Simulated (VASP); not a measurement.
Crystal: Ge.

```
CELL_PARAMETERS angstrom
0.00000 2.82891 2.82891
2.82891 0.00000 2.82891
2.82891 2.82891 0.00000
ATOMIC_POSITIONS crystal
Ge 0.75000 0.75000 0.75000
Ge 0.50000 0.50000 0.50000
```

* Program: VASP 6.6.1
* Task: relaxation of cell and atoms
* Functional: BLYP
* Potentials or basis: VASP PAW PBE potentials, release 64 (Ge_d)
* Cutoff: 600 eV
* k mesh: 8 × 8 × 8
* Occupations: fermi-dirac, width 0.05 eV
* Spin: no spin polarisation

At the start: pressure 7.6 GPa; volume 22.64 Å³/atom.

Problem. How do energy, volume and symmetry change on relaxing?

Solution. Over 3 steps the energy falls by 60.9 meV/atom and the volume is 25.53 Å³/atom (+12.8 %); space group Fd-3m (No. 227, to 0.05 Å).

The path:
```tsv
step	energy change (eV)	largest force (eV/Å)	pressure (GPa)	volume (Å³)
1	0.0000	0.0000	7.56	45.28
2	-0.1158	0.0000	-1.27	52.64
3	-0.1218	0.0000	0.04	51.07
```

Final structure:
```
Ge
1.0
     0.00000    2.94469    2.94469
     2.94469    0.00000    2.94469
     2.94469    2.94469    0.00000
Ge
2
Cartesian
  4.4170 4.4170 4.4170
  2.9447 2.9447 2.9447
```

The cell as given is a measured one (22.64 Å³/atom); BLYP puts the equilibrium volume +12.8 % from it, thermal expansion not counted.

Caveat: the PAW data sets were made with another functional, which shifts forces and pressure a little; the volume moved by +13 % from the deposited cell, more than functionals usually miss.
